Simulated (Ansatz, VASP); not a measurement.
One calculation of Ir, two programs

INCAR

```
SYSTEM = Ir
PREC     = Accurate       ! precision mode
ENCUT    = 500            ! plane-wave cutoff, eV
EDIFF    = 1E-6           ! SCF threshold, eV
ISMEAR   = 0              ! smearing method
SIGMA    = 0.15           ! smearing width, eV
LREAL    = .False.        ! projectors in reciprocal space
LASPH    = .True.         ! aspherical terms in the spheres
NELM     = 120            ! most SCF steps
ALGO     = Normal         ! electronic algorithm
ISIF     = 2              ! what is computed and relaxed
LWAVE    = .False.        ! write WAVECAR
LCHARG   = .False.        ! write CHGCAR
GGA      = PS             ! functional
NBANDS   = 24             ! bands
GGA_COMPAT= .False.
```

Contents of KPOINTS:

```
regular mesh
0
Gamma
  18 18 12
  0 0 0
```

POSCAR

```
Ir
1.0
    2.7101072262      0.0000000000      0.0000000000
   -1.3550536131      2.3470217048      0.0000000000
    0.0000000000      0.0000000000      4.3284213000
Ir
2
Direct
    0.6666666667      0.3333333333      0.7500000000
    0.3333333333      0.6666666667      0.2500000000
```

Input for Ansatz:

```yaml
crystal:
  lattice:
    - [2.7101072262, 0.0, 0.0]
    - [-1.3550536131, 2.3470217048, 0.0]
    - [0.0, 0.0, 4.3284213]
  atoms:
    - { symbol: Ir, position: [0.6666666667, 0.3333333333, 0.75] }
    - { symbol: Ir, position: [0.3333333333, 0.6666666667, 0.25] }
basis:
  ecutwfc: 420
kpoints:
  mp_grid: { grid: [18, 18, 12] }
hamiltonian:
  xc: pbesol
scf:
  occupations: { method: gaussian, width: 0.15 }
output:
  forces: true
  stress: true
  eigenvalues: true
```

Change from the starting cell: strain -0.015 along x and y, -0.030 along z, atoms carried along.

Alike in both runs: task single point; functional PBEsol; k mesh 18 × 18 × 12; occupations gaussian, width 0.15 eV; no spin polarisation.

```csv
,VASP,Ansatz
version,VASP 6.6.1,Ansatz 0.2.0
potentials or method,"VASP PAW PBE potentials, release 64 (Ir_sv_GW), cutoff 500 eV","scalar-relativistic, plane waves, PAW"
valence electrons in the cell,34,34
```

|  | VASP | Ansatz | Ansatz less VASP |
| --- | --- | --- | --- |
| gap on the k mesh at the Fermi level (eV) | none | none | - |
| pressure (GPa) | 7.1 | 10.4 | +3.26 |
| traceless stress, the component that is largest in VASP (GPa) | 4.83 | 4.85 | +0.020 |

VASP's potentials were made for PBE, not for PBEsol. A gap of «none» marks a metal or a gap that the smearing closes.

Spin-orbit coupling is off throughout.
